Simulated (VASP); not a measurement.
Input of a VASP 6.6.1 run:

Contents of POSCAR:

```
GaN
1.0
    5.2303800000      0.0000000000      0.0000000000
   -2.6151900000      4.5296400000      0.0000000000
    0.0000000000      0.0000000000      3.3901000000
Ga N
1 1
Direct
    0.0000000000      0.0000000000      0.5000000000
    0.0000000000      0.0000000000      0.0000000000
```

INCAR.step1

```
SYSTEM = GaN
PREC = Accurate ; ENCUT = 520
EDIFF = 1E-5 ; ISMEAR = -1
SIGMA = 0.05 ; LREAL = .False.
LASPH = .True. ; NELM = 80
ALGO = Normal ; ISIF = 2
LWAVE = .True. ; NBANDS = 16
GGA = PE
```

INCAR.step2

```
SYSTEM = GaN
PREC = Accurate ; ENCUT = 520
EDIFF = 1E-6 ; ISMEAR = -1
SIGMA = 0.05 ; LREAL = .False.
LASPH = .True. ; NELM = 80
ALGO = Normal ; ISIF = 2
LWAVE = .False. ; LCHARG = .True.
GGA = B3 ; LHFCALC = .True.
AEXX = 0.2 ; AGGAX = 0.72
AGGAC = 0.81 ; ALDAC = 0.19
PRECFOCK = Normal ; LELF = .True.
LVHAR = .True. ; NBANDS = 16
ISTART = 1
```

KPOINTS

```
regular mesh
0
Gamma
  3 3 4
  0 0 0
```

Potentials or basis: VASP PAW PBE potentials, release 64 (Ga_d, N).

Launch:

```sh
$ cat potpaw_PBE.64/Ga_d/POTCAR potpaw_PBE.64/N/POTCAR > POTCAR
$ cp INCAR.step1 INCAR
$ mpirun -np 1 vasp_std > vasp.out
$ cp INCAR.step2 INCAR
$ mpirun -np 1 vasp_std > vasp.out
```

Task: Predict the pressure.

Result: -0.1 GPa.

Task: Predict the band gap on the k mesh.

Result: 2.65 eV, indirect (least direct gap 4.45 eV).

Stress tensor (GPa, compression positive):
```
 0.11  0.00  0.00
 0.00  0.11  0.00
 0.00  0.00 -0.41
```

Caveat: the k points lie up to 0.46 Å⁻¹ apart; the PAW data sets were made with another functional, which shifts forces and pressure a little. A k mesh can miss the band edges.
